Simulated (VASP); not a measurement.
Runs of VASP 6.6.1 on Eu. The structure is cubic, space group Im-3m (No. 229). The conventional cell has a = 4.606 Å, b = 4.606 Å, c = 4.606 Å, α = 90.00°, β = 90.00°, γ = 90.00°. Within 5.2 Å of Eu (site symmetry m-3m) lie 14 Eu at 3.99 to 4.61 Å. 

```csv
task,level,U,k mesh for the DOS,occupations for the DOS,gap on the mesh (eV),pressure (GPa),moment (μB)
single point,PBE+U,Eu f U = 5.0 eV,-,-,none,-0.4,(b)
single point,PBE+U,Eu f U = 1.0 eV,-,-,none,-1.4,7.40
density of states,PBE+U,Eu f U = 3.0 eV,15 × 15 × 15,tetrahedron,-,-,7.38
single point,PBE,-,-,-,none,-1.8,7.40
single point,PBE+U,Eu f U = 3.0 eV,-,-,none,(a),7.38
```

Alike in all rows: potentials or basis VASP PAW PBE potentials, release 64 (Eu); spin collinear, ferromagnetic start; cell as given; k mesh 10 × 10 × 10; cutoff (eV) 520; smearing fermi-dirac 0.05 eV.

Fill in the values left out.

(a) -0.8; (b) 7.36.

Caveats: spin-orbit coupling is left out, which moves the levels of the heavy elements; tetrahedron occupations give inexact forces and stress in metals (some runs).

A k mesh can miss the band edges, and the runs leave out spin-orbit coupling on Eu.

A gap of «none» marks levels without a gap at the run's occupations.
